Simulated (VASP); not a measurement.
Set up this calculation in VASP 6.6.1, as the native input.

| Property | Result |
| --- | --- |
| Task | single point |
| Functional | PBEsol |
| Potentials or basis | VASP PAW PBE potentials, release 64 (Sc_sv, Pb_d) |
| Cutoff | 400 eV |
| k mesh | 4 × 4 × 1 |
| Occupations | gaussian, width 0.15 eV |
| Spin | no spin polarisation |
| Dipole correction | yes |
| Further INCAR settings | ALGO = Normal; EDIFF = 1e-06; NBANDS = 92; NELMDL = -8 |

The structure of ScPb3 lies in POSCAR:

```
ScPb3
1.0
    6.3877572691      0.0000000000      0.0000000000
   -4.7782254496      4.2393400998      0.0000000000
    0.0000000000      0.0000000000     25.5364322041
Sc Pb
3 9
Direct
    0.0000000000      0.0000000000      0.2741181675
    0.1441460067      0.8558539933      0.4383958639
    0.2892106165      0.7107893835      0.5850678527
    0.2860365017      0.7139634983      0.3151875916
    0.8581095050      0.1418904950      0.3973264398
    0.5720730033      0.4279269967      0.3562570157
    0.4301825083      0.5698174917      0.4794652880
    0.0034556367      0.9965443633      0.5587607905
    0.7109371829      0.2890628171      0.5147995824
    0.5977808000      0.4022192000      0.6395862828
    0.2052753922      0.7947246078      0.7121408132
    0.8669343431      0.1330656569      0.6711212686
```

The input as run:

INCAR

```
PREC = Accurate ; ENCUT = 400
EDIFF = 1E-6 ; ISMEAR = 0
SIGMA = 0.15 ; LREAL = F
LASPH = T ; NELM = 120
ALGO = Normal ; ISIF = 2
LWAVE = F ; LCHARG = F
LDIPOL = T ; IDIPOL = 3
DIPOL = 0.5 0.5 0.495 ; GGA = PS
NBANDS = 92 ; GGA_COMPAT = F
NELMDL = -8
```

KPOINTS

```
Automatic mesh
0
Gamma
  4 4 1
```

Potentials or basis: VASP PAW PBE potentials, release 64 (Sc_sv, Pb_d).

Run with:

```bash
$ cat potpaw_PBE.64/Sc_sv/POTCAR potpaw_PBE.64/Pb_d/POTCAR > POTCAR
$ mpirun -np 1 vasp_std > vasp.out
```

It gave:

```json
{
  "Largest force": "1.666 eV/Å",
  "Band gap on the k mesh": "zero (an odd number of electrons rules out a gap without spin polarisation)"
}
```

Caveat: the k points lie up to 0.37 Å⁻¹ apart, too coarse for converged energies and pressures of a metal; the PAW data sets were made with another functional, which shifts forces and pressure a little; spin-orbit coupling is left out, which moves the levels of the heavy elements.

Run time: 31 min on 1 thread of Intel Xeon 8259CL (shared host), peak memory 0.77 GiB.
